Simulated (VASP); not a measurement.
Wanted: the native input for a VASP 6.6.1 run.

* Task: single point
* Functional: PBE
* Potentials or basis: VASP PAW PBE potentials, release 64 (Mg, O)
* Cutoff: 600 eV
* k mesh: 7 × 7 × 7
* Occupations: fermi-dirac, width 0.03 eV
* Spin: no spin polarisation
* Dipole correction: no
* Further INCAR settings: ALGO = Normal; EDIFF = 1e-06; NBANDS = 11

The structure of MgO lies in POSCAR:

```
MgO
1.0
    0.0000000000      2.0970013927      2.0970013927
    2.0970013927      0.0000000000      2.0970013927
    2.0970013927      2.0970013927      0.0000000000
Mg O
1 1
Direct
    0.0000000000      0.0000000000      0.0000000000
    0.5000000000      0.5000000000      0.5000000000
```

One way to write it, as run:

INCAR

```
PREC = Accurate
ENCUT = 600
EDIFF = 1E-6
ISMEAR = -1
SIGMA = 0.03
LREAL = False
LASPH = True
NELM = 120
ALGO = Normal
ISIF = 2
LWAVE = False
LCHARG = False
GGA = PE
NBANDS = 11
GGA_COMPAT = False
```

KPOINTS

```
regular mesh
0
Gamma
  7 7 7
```

Potentials or basis: VASP PAW PBE potentials, release 64 (Mg, O).

The run is started by

```console
$ cat potpaw_PBE.64/Mg/POTCAR potpaw_PBE.64/O/POTCAR > POTCAR
$ mpirun -np 1 vasp_std > vasp.out
```

It gave:

```yaml
Pressure: 5.9 GPa
Band_gap_on_the_k_mesh: 4.85 eV, direct
```

Wall time 10 s on 1 thread of AMD EPYC 7R13, with other jobs on the host, peak memory 0.11 GiB.
